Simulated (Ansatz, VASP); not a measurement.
## AlNi in VASP and in Ansatz

The input POSCAR:

```
AlNi
1.0
    2.8943154884      0.0000000000      0.0000000000
    0.0000000000      2.8943154884      0.0000000000
    0.0000000000      0.0000000000      2.8900989120
Al Ni
1 1
Direct
    0.0000000000      0.0000000000      0.0000000000
    0.5000000000      0.5000000000      0.5000000000
```

The input INCAR.step1:

```
PREC     = Accurate       # precision mode
ENCUT    = 520            # plane-wave cutoff, eV
ISMEAR   = 0              # smearing method
SIGMA    = 0.1            # smearing width, eV
LREAL    = False          # projectors in reciprocal space
LASPH    = True           # aspherical terms in the spheres
NELM     = 100            # most SCF steps
NBANDS   = 14             # bands
GGA      = PE             # functional
ALGO     = Normal         # electronic algorithm
EDIFF    = 1E-4           # SCF threshold, eV
LWAVE    = True           # write WAVECAR
LCHARG   = False          # write CHGCAR
```

File INCAR.step2:

```
PREC     = Accurate       # precision mode
ENCUT    = 520            # plane-wave cutoff, eV
EDIFF    = 1E-6           # SCF threshold, eV
ISMEAR   = 0              # smearing method
SIGMA    = 0.1            # smearing width, eV
LREAL    = False          # projectors in reciprocal space
LASPH    = True           # aspherical terms in the spheres
NELM     = 100            # most SCF steps
ALGO     = Normal         # electronic algorithm
ISIF     = 2              # what is computed and relaxed
LWAVE    = False          # write WAVECAR
LCHARG   = False          # write CHGCAR
METAGGA  = R2SCAN         # meta-GGA
LMIXTAU  = True         
NBANDS   = 14             # bands
ISTART   = 1
```

The input KPOINTS:

```
regular mesh
0
Gamma
  20 20 18
```

Input for Ansatz:

```yaml
crystal:
  lattice:
    - [2.8943154884, 0.0, 0.0]
    - [0.0, 2.8943154884, 0.0]
    - [0.0, 0.0, 2.890098912]
  atoms:
    - { symbol: Al, position: [0.0, 0.0, 0.0] }
    - { symbol: Ni, position: [0.5, 0.5, 0.5] }
basis:
  ecutwfc: 500
kpoints:
  mp_grid: { grid: [20, 20, 18] }
  band_path:
    path:
      - [[0.0, 0.0, 0.0], [0.0, 0.5, 0.0], [0.5, 0.5, 0.0], [0.0, 0.0, 0.0], [0.0, 0.0, 0.5], [0.0, 0.5, 0.5], [0.5, 0.5, 0.5], [0.0, 0.0, 0.5]]
      - [[0.0, 0.5, 0.0], [0.0, 0.5, 0.5]]
      - [[0.5, 0.5, 0.0], [0.5, 0.5, 0.5]]
    npoints: 14
hamiltonian:
  xc: r2scan
scf:
  occupations: { method: gaussian, width: 0.1 }
  n_extra_bands: 6
output:
  forces: true
  stress: true
  eigenvalues: true
  populations: true
  dos: { projected: true, de: 0.02, nscf_kmesh: { grid: [24, 24, 22] } }
  bader: true
  write_density: true
  write_potential: true
  elf: true
  volumetric_format: npy
```

Alike in both runs: task single point; functional r2SCAN; k mesh 20 × 20 × 18; occupations gaussian, width 0.1 eV; no spin polarisation.

```csv
,VASP,Ansatz
version,VASP 6.6.1,Ansatz 0.2.0
potentials or method,"VASP PAW PBE potentials, release 64 (Al, Ni), cutoff 520 eV","scalar-relativistic, plane waves, PAW"
valence electrons in the cell,13,21
```

Ansatz gave:

```
gap on the k mesh at the Fermi level (eV) : none
pressure (GPa)                            : -5.1
```

Q: What did VASP give for the same quantities?

A: gap on the k mesh at the Fermi level (eV): none; pressure (GPa): -5.3.

VASP's potentials were made for PBE, not for r2SCAN. A gap of «none» marks a metal or a gap that the smearing closes. The functional is the same, so the differences come from potentials, cutoffs and numerics. VASP's potentials hold 13 valence electrons a cell and Ansatz's 21, so a difference there can come from the potentials and not from the codes.
